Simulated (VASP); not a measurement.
The system is Te.

```
Te
1.0
     4.45400    0.00000    0.00000
    -2.22700    3.85728    0.00000
     0.00000    0.00000    5.92400
Te
3
Direct
  0.73100 0.73100 0.00000
  0.00000 0.26900 0.66667
  0.26900 0.00000 0.33333
```

```yaml
Program: VASP 6.6.1
Task: relaxation of cell and atoms
Functional: PBEsol
Potentials_or_basis: VASP PAW PBE potentials, release 64 (Te)
Cutoff: 600 eV
k_mesh: 7 × 7 × 5
Occupations: fermi-dirac, width 0.05 eV
Spin: no spin polarisation
```

At the start: pressure -0.9 GPa; volume 33.93 Å³/atom.

Where does the relaxation end?

Over 10 steps the energy falls by 10.7 meV/atom and the volume is 32.10 Å³/atom (-5.4 %); space group P3_121 (No. 152, to 0.05 Å).

Step by step:
```
step  energy change (eV)  largest force (eV/Å)  pressure (GPa)  volume (Å³)
   1              0.0000                0.1261           -0.87       101.78
   2             -0.0091                0.2296            0.28        99.08
   3             -0.0091                0.2321            0.31        99.01
   4             -0.0182                0.1821            0.28        98.23
   5             -0.0311                0.0557            0.34        95.90
   6             -0.0312                0.0440            0.37        95.65
   7             -0.0306                0.0228           -0.51        97.18
   8             -0.0320                0.0154           -0.01        96.30
   9             -0.0321                0.0119           -0.01        96.30
  10             -0.0322                0.0056            0.00        96.31
```

Final structure:
```cif
data_structure
_symmetry_space_group_name_H-M 'P 1'
_symmetry_Int_Tables_number 1
_cell_length_a 4.3227
_cell_length_b 4.3227
_cell_length_c 5.9514
_cell_angle_alpha 90.000
_cell_angle_beta 90.000
_cell_angle_gamma 120.000
_cell_volume 96.31
loop_
_atom_site_label
_atom_site_type_symbol
_atom_site_fract_x
_atom_site_fract_y
_atom_site_fract_z
_atom_site_occupancy
Te1 Te 0.71597 0.71597 0.00000 1
Te2 Te 0.00000 0.28403 0.66667 1
Te3 Te 0.28403 0.00000 0.33333 1
```

Caveat: the PAW data sets were made with another functional, which shifts forces and pressure a little.
